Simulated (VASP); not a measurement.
# Pt2Rh (Pnnm) in VASP: single point with LDA

Aim: the single point of Pt2Rh with LDA.

Program: VASP 6.6.1. These are calculated values, not measurements. Logs are shortened: lines on timing, memory, paths and dates and some standing lists are left out, and cuts for length are marked.

## Step 1: The cell of the first run

It takes space group Pnnm (No. 58, orthorhombic). The conventional cell has a = 5.110 Å, b = 5.168 Å, c = 3.575 Å, α = 90.00°, β = 90.00°, γ = 90.00°. Within 2.9 Å of Rh (site symmetry 2/m) lie 6 Pt at 2.18 to 2.30 Å. Pt (site symmetry m) has 3 Rh at 2.18 to 2.30 Å and 1 Pt at 2.91 Å within 3.0 Å.

## Step 2: Single point, LDA

INCAR

```
PREC     = Accurate       # precision mode
ENCUT    = 500            # plane-wave cutoff, eV
EDIFF    = 1E-6           # SCF threshold, eV
ISMEAR   = -1             # smearing method
SIGMA    = 0.1            # smearing width, eV
LREAL    = False          # projectors in reciprocal space
LASPH    = True           # aspherical terms in the spheres
NELM     = 120            # most SCF steps
ALGO     = Normal         # electronic algorithm
ISIF     = 2              # what is computed and relaxed
LWAVE    = False          # write WAVECAR
LCHARG   = False          # write CHGCAR
NBANDS   = 44             # bands
GGA_COMPAT= False
```

KPOINTS

```
regular mesh
0
Gamma
  7 7 9
```

POSCAR

```
Pt2Rh
1.0
    5.1100300000      0.0000000000      0.0000000000
    0.0000000000      5.1681250000      0.0000000000
    0.0000000000      0.0000000000      3.5745150000
Rh Pt
2 4
Direct
    0.0000000000      0.0000000000      0.0000000000
    0.5000000000      0.5000000000      0.5000000000
    0.2900000000      0.3100000000      0.0000000000
    0.7100000000      0.6900000000      0.0000000000
    0.7900000000      0.1900000000      0.5000000000
    0.2100000000      0.8100000000      0.5000000000
```

Potentials or basis: VASP PAW LDA potentials, release 64 (Rh_pv, Pt).

Started as:

```bash
$ cat potpaw_LDA.64/Rh_pv/POTCAR potpaw_LDA.64/Pt/POTCAR > POTCAR
$ mpirun -np 1 vasp_std > vasp.out
```

OUTCAR:

```text
PREC = Accurate
   ENCUT = 500
   EDIFF = 1E-6
   ISMEAR = -1
   LREAL = False
   LASPH = True
   NELM = 120
   ISIF = 2

 ion  position               nearest neighbor table
   1  0.000  0.000  0.000-   3 2.18   4 2.18   5 2.30   6 2.30   5 2.30   6 2.30
   2  0.500  0.500  0.500-   5 2.18   6 2.18   3 2.30   4 2.30   3 2.30   4 2.30
   3  0.290  0.310  0.000-   1 2.18   2 2.30   2 2.30   4 2.91   6 3.17   6 3.17   6 3.17   6 3.17
                             5 3.18   5 3.18   5 3.18   5 3.18
   4  0.710  0.690  0.000-   1 2.18   2 2.30   2 2.30   3 2.91   5 3.17   5 3.17   5 3.17   5 3.17
                             6 3.18   6 3.18   6 3.18   6 3.18
   5  0.790  0.190  0.500-   2 2.18   1 2.30   1 2.30   6 2.91   4 3.17   4 3.17   4 3.17   4 3.17
                             3 3.18   3 3.18   3 3.18   3 3.18
   6  0.210  0.810  0.500-   2 2.18   1 2.30   1 2.30   5 2.91   3 3.17   3 3.17   3 3.17   3 3.17
                             4 3.18   4 3.18   4 3.18   4 3.18

  LATTYP: Found a simple orthorhombic cell.
 ALAT       =     3.5745150000
 B/A-ratio  =     1.4295729630
 C/A-ratio  =     1.4458255176

  Lattice vectors:

 A1 = (   0.0000000000,   0.0000000000,   3.5745150000)
 A2 = (   5.1100300000,   0.0000000000,   0.0000000000)
 A3 = (   0.0000000000,   5.1681250000,   0.0000000000)

Analysis of symmetry for initial positions (statically):
=====================================================================
 Subroutine PRICEL returns:
 Original cell was already a primitive cell.

 Routine SETGRP: Setting up the symmetry group for a
 simple orthorhombic supercell.

 Subroutine GETGRP returns: Found  8 space group operations
 (whereof  4 operations were pure point group operations)
 out of a pool of  8 trial point group operations.

The static configuration has the point symmetry C_2h.
 The point group associated with its full space group is D_2h.

Analysis of symmetry for dynamics (positions and initial velocities):
=====================================================================
 Subroutine PRICEL returns:
 Original cell was already a primitive cell.

 Routine SETGRP: Setting up the symmetry group for a
 simple orthorhombic supercell.

 Subroutine GETGRP returns: Found  8 space group operations
 (whereof  4 operations were pure point group operations)
 out of a pool of  8 trial point group operations.

The dynamic configuration has the point symmetry C_2h.
 The point group associated with its full space group is D_2h.

 Subroutine INISYM returns: Found  8 space group operations
 (whereof  4 operations are pure point group operations),
 and found     1 'primitive' translations

----------------------------------------------------------------------------------------

                                     Primitive cell

  volume of cell :      94.4003

  direct lattice vectors                    reciprocal lattice vectors
     5.110030000  0.000000000  0.000000000     0.195693567  0.000000000  0.000000000
     0.000000000  5.168125000  0.000000000     0.000000000  0.193493772  0.000000000
     0.000000000  0.000000000  3.574515000     0.000000000  0.000000000  0.279758233

  length of vectors
     5.110030000  5.168125000  3.574515000     0.195693567  0.193493772  0.279758233

  position of ions in fractional coordinates (direct lattice)
     0.000000000  0.000000000  0.000000000
     0.500000000  0.500000000  0.500000000
     0.290000000  0.310000000  0.000000000
     0.710000000  0.690000000  0.000000000
     0.790000000  0.190000000  0.500000000
     0.210000000  0.810000000  0.500000000

  ion indices of the primitive-cell ions
   primitive index   ion index
                 1           1
                 2           2
                 3           3
                 4           4
                 5           5
                 6           6

----------------------------------------------------------------------------------------

 KPOINTS: regular mesh

Automatic generation of k-mesh.
 Grid dimensions read from file:
 generate k-points for:    7    7    9

 Generating k-lattice:

  Cartesian coordinates                     Fractional coordinates (reciprocal lattice)
     0.027956224  0.000000000  0.000000000     0.142857143  0.000000000  0.000000000
     0.000000000  0.027641967  0.000000000     0.000000000  0.142857143  0.000000000
     0.000000000  0.000000000  0.031084248     0.000000000  0.000000000  0.111111111

  Length of vectors
     0.027956224  0.027641967  0.031084248

  Shift w.r.t. Gamma in fractional coordinates (k-lattice)
     0.000000000  0.000000000  0.000000000

 Subroutine IBZKPT returns following result:
 ===========================================

 Found     80 irreducible k-points:

 Following reciprocal coordinates:
            Coordinates               Weight
  0.000000  0.000000  0.000000      1.000000
  0.142857  0.000000  0.000000      2.000000
  0.285714  0.000000  0.000000      2.000000
  0.428571  0.000000  0.000000      2.000000
  0.000000  0.142857  0.000000      2.000000
  0.142857  0.142857  0.000000      4.000000
[... 16 lines left out ...]
  0.285714  0.142857  0.111111      8.000000
  0.428571  0.142857  0.111111      8.000000
 [... further k-points ...]
   k-points           NKPTS =     80   k-points in BZ     NKDIM =     80   number of bands    NBANDS=     44
   number of dos      NEDOS =    301   number of ions     NIONS =      6
   total plane-waves  NPLWV =  44800
   dimension x,y,z NGX =    40 NGY =   40 NGZ =   28
   dimension x,y,z NGXF=    80 NGYF=   80 NGZF=   56
   ions per type =               2   4
   NGX,Y,Z   is equivalent  to a cutoff of  13.01, 12.87, 13.02 a.u.
   NGXF,Y,Z  is equivalent  to a cutoff of  26.03, 25.73, 26.04 a.u.
 SYSTEM =  unknown system
   PREC   = accura    normal or accurate (medium, high low for compatibility)
   ISTART =      0    job   : 0-new  1-cont  2-samecut
   ICHARG =      2    charge: 1-file 2-atom 10-const
   ISPIN  =      1    spin polarized calculation?
   LNONCOLLINEAR =      F non collinear calculations
   LSORBIT =      F    spin-orbit coupling
   LASPH  =      T    aspherical Exc in radial PAW
   ENCUT  =  500.0 eV  36.75 Ry    6.06 a.u.   9.32  9.42  6.52*2*pi/ulx,y,z
   NELM   =    120;   NELMIN=  2; NELMDL= -5     # of ELM steps
   EDIFF  = 0.1E-05   stopping-criterion for ELM
   LREAL  =      F    real-space projection
   EDIFFG = 0.1E-04   stopping-criterion for IOM
   NSW    =      0    number of steps for IOM
   IBRION =     -1    ionic relax: 0-MD 1-quasi-New 2-CG
   NFREE  =      0    steps in history (QN), initial steepest desc. (CG)
   ISIF   =      2    stress and relaxation
   ISYM   =      2    0-nonsym 1-usesym 2-fastsym
   POTIM  = 0.5000    time-step for ionic-motion
   TEBEG  =    0.0;   TEEND  =   0.0 temperature during run
   PSTRESS=    0.0 pullay stress
   NELECT =      70.0000    total number of electrons
   NUPDOWN=      -1.0000    fix difference up-down
   EMIN   =  10.00;   EMAX   =-10.00  energy-range for DOS
   EFERMI =   0.00;   METHOD = LEGACY
   ISMEAR =    -1;   SIGMA  =   0.10  broadening in eV -4-tet -1-fermi 0-gaus
   EFERMI_NEDOS =   21; number of points for ismear=-14 and -15
   IALGO  =     38    algorithm
   IMIX   =      4    mixing-type and parameters
     AMIX     =   0.40;   BMIX     =  1.00
     AMIX_MAG =   1.60;   BMIX_MAG =  1.00
  volume/ion in A,a.u.               =      15.73       106.17
  Fermi-wavevector in a.u.,A,eV,Ry     =   1.481777  2.800153 29.873828  2.195664
  Thomas-Fermi vector in A             =   2.595646
   LORBIT       =      0    0 simple, 1 ext, 2 COOP (PROOUT), +10 PAW based schemes
   GGA     = CA    functional components
   LHFCALC =     F    Hartree Fock is set to
   AEXX    =    0.0000 exact exchange contribution
   IVDW    =     0    specifies the selected vdW correction
   LEPSILON=     F    determine dielectric tensor
   LRPA    =     F    only Hartree local field effects (RPA)
 non-spin polarized calculation
  energy-cutoff  :      500.00
  volume of cell :       94.40
 maximum number of plane-waves:      2421
 NGX is ok and might be reduce to    40
   NGX = 19   NGY = 19   NGZ = 13

 number of electron      70.0000014 magnetization

 Free energy of the ion-electron system (eV)
  ---------------------------------------------------
  ext. energy  EPLUGINS =         0.00000000
  ---------------------------------------------------
  free energy    TOTEN  =       -35.77498053 eV

  energy without entropy =      -35.50872123  energy(sigma->0) =      -35.64185088

 E-fermi :  10.3333     XC(G=0): -13.1622

 val. band max:       10.3312855951   @ k =   0.0000   0.0000   0.2222
 cond. band min:      10.3358648705   @ k =   0.2857   0.2857   0.1111
 fundamental gap:      0.0045792754
 Fermi energy:        10.3332528111

 k-point     1 :       0.0000    0.0000    0.0000
  band No.  band energies     occupation
      1     -37.4422      2.00000
      2     -37.4372      2.00000
      3     -37.2507      2.00000
      4     -37.2253      2.00000
      5     -37.0174      2.00000
      6     -37.0151      2.00000
[... 36 lines left out ...]
     43      15.1247      0.00000
     44      15.5315      0.00000

 k-point     2 :       0.1429    0.0000    0.0000
  band No.  band energies     occupation
      1     -37.4418      2.00000
      2     -37.4374      2.00000
      3     -37.2494      2.00000
      4     -37.2266      2.00000
      5     -37.0175      2.00000
      6     -37.0154      2.00000
[... 36 lines left out ...]
     43      15.4823      0.00000
     44      15.5846      0.00000

 k-point     3 :       0.2857    0.0000    0.0000
  band No.  band energies     occupation
      1     -37.4409      2.00000
      2     -37.4378      2.00000
      3     -37.2459      2.00000
      4     -37.2301      2.00000
      5     -37.0176      2.00000
      6     -37.0162      2.00000
[... 976 lines left out ...]
     43      16.5604      0.00000
     44      16.8698      0.00000

 k-point    24 :       0.4286    0.1429    0.1111
  band No.  band energies     occupation
      1     -37.4402      2.00000
      2     -37.4393      2.00000
      3     -37.2410      2.00000
      4     -37.2362      2.00000
      5     -37.0159      2.00000
      6     -37.0154      2.00000
[... 36 lines left out ...]
     43      17.3836      0.00000
     44      18.7399      0.00000

 [... further k-points ...]

------------------------ aborting loop because EDIFF is reached ----------------------------------------

  FORCE on cell =-STRESS in cart. coord.  units (eV):
  Direction    XX          YY          ZZ          XY          YZ          ZX
  --------------------------------------------------------------------------------------
  -------------------------------------------------------------------------------------
  Total       37.4935124     39.2807208     39.8398447      0.0000000      0.0000000      0.0000000
  in kB      636.3457187    666.6784982    676.1680352      0.0000000      0.0000000      0.0000000
  external PRESSURE =     659.7307507 kB  Pullay stress =       0.0000000 kB

 VOLUME and BASIS-vectors are now :
 -----------------------------------------------------------------------------
  energy-cutoff  :      500.00
  volume of cell :       94.40
      direct lattice vectors                 reciprocal lattice vectors
     5.110030000  0.000000000  0.000000000     0.195693567  0.000000000  0.000000000
     0.000000000  5.168125000  0.000000000     0.000000000  0.193493772  0.000000000
     0.000000000  0.000000000  3.574515000     0.000000000  0.000000000  0.279758233

 POSITION                                       TOTAL-FORCE (eV/Angst)
 -----------------------------------------------------------------------------------
      0.00000      0.00000      0.00000         0.000000      0.000000      0.000000
      2.55502      2.58406      1.78726         0.000000      0.000000      0.000000
      1.48191      1.60212      0.00000         0.572647      1.340488      0.000000
      3.62812      3.56601      0.00000        -0.572647     -1.340488      0.000000
      4.03692      0.98194      1.78726         0.572647     -1.340488     -0.000000
      1.07311      4.18618      1.78726        -0.572647      1.340488      0.000000
 -----------------------------------------------------------------------------------
    total drift:                                0.000000     -0.000000     -0.000000

  FREE ENERGIE OF THE ION-ELECTRON SYSTEM (eV)
  ---------------------------------------------------
  free  energy   TOTEN  =       -35.7749805272 eV

  energy  without entropy=      -35.5087212264  energy(sigma->0) =      -35.64185088
```

Wall time 3 min (1 thread of Oxide Virtual Turin-like, shared host); peak memory 0.32 GiB.

Results:

| Property | Result |
| --- | --- |
| Free energy | -35.7750 eV |
| Pressure | 66.0 GPa |
| Largest force | 1.458 eV/Å |
| Band gap on the k mesh | zero (bands 35 and 36 overlap by 1.42 eV) |

Forces on the atoms (eV/Å):
```
Rh   0.000  0.000  0.000
Rh   0.000  0.000  0.000
Pt   0.573  1.340  0.000
Pt  -0.573 -1.340  0.000
Pt   0.573 -1.340  0.000
Pt  -0.573  1.340  0.000
```

Levels at points of the mesh, in eV from the Fermi level:
```tsv
k point	band 32	band 33	band 34	band 35	band 36	band 37	band 38	band 39
(0.00, 0.00, 0.00)	-1.01	-0.54	0.28	1.09	1.22	1.36	1.76	1.78
```

Caveat: the cell stands under pressure; spin-orbit coupling is left out, which moves the levels of the heavy elements; forces of over 1 eV/Å act on the atoms, so gaps and moduli don't describe the material at rest.
